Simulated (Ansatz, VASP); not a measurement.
## One calculation of LiHF2, two programs

The input INCAR:

```
SYSTEM = LiHF2
PREC = Accurate
ENCUT = 520
EDIFF = 1E-6
ISMEAR = 0
SIGMA = 0.05
LREAL = .False.
LASPH = .True.
NELM = 60
ALGO = Normal
ISIF = 2
LWAVE = .False.
LCHARG = .False.
NBANDS = 17
```

KPOINTS

```
Automatic mesh
0
Gamma
  9 9 9
  0 0 0
```

File POSCAR:

```
LiHF2
1.0
    1.4860718052      0.8579839568      4.3296110341
   -1.4860718052      0.8579839568      4.3296110341
    0.0000000000     -1.7159679136      4.3296110341
Li H F
1 1 2
Direct
    0.0000000000      0.0000000000      0.0000000000
    0.5000000000      0.5000000000      0.5000000000
    0.4125119035      0.4125119035      0.4125119035
    0.5874880965      0.5874880965      0.5874880965
```

Input for Ansatz:

```yaml
crystal:
  lattice:
    - [1.4860718052, 0.8579839568, 4.3296110341]
    - [-1.4860718052, 0.8579839568, 4.3296110341]
    - [0.0, -1.7159679136, 4.3296110341]
  atoms:
    - { symbol: Li, position: [0.0, 0.0, 0.0] }
    - { symbol: H, position: [0.5, 0.5, 0.5] }
    - { symbol: F, position: [0.4125119035, 0.4125119035, 0.4125119035] }
    - { symbol: F, position: [0.5874880965, 0.5874880965, 0.5874880965] }
basis:
  ecutwfc: 420
kpoints:
  mp_grid: { grid: [9, 9, 9] }
hamiltonian:
  xc: lda
scf:
  occupations: { method: gaussian, width: 0.05 }
output:
  forces: true
  stress: true
  eigenvalues: true
```

Change from the starting cell: strain +0.030 along x and y, +0.000 along z, atoms carried along.

Alike in both runs: task single point; functional LDA; k mesh 9 × 9 × 9; occupations gaussian, width 0.05 eV; no spin polarisation.

|  | VASP | Ansatz |
| --- | --- | --- |
| version | VASP 6.6.1 | Ansatz 0.2.0 |
| potentials or method | VASP PAW LDA potentials, release 64 (Li_sv, H, F), cutoff 520 eV | scalar-relativistic, plane waves, PAW |
| valence electrons in the cell | 18 | 18 |

|  | VASP | Ansatz | Ansatz less VASP |
| --- | --- | --- | --- |
| gap on the k mesh at the Fermi level (eV) | 7.97 | 8.01 | +0.034 |
| least direct gap on the mesh (eV) | 8.20 | 8.23 | +0.030 |
| rms of the force components (eV/Å) | 0.092 | 0.052 | -0.0402 |

LDA's correlation is that of Perdew and Zunger in VASP and of Perdew and Wang (1992) in Ansatz. Atom by atom the forces differ by 0.040 eV/Å (rms over components).

Noted on VASP's run: the cutoff is short for stress, so the pressure is rough.
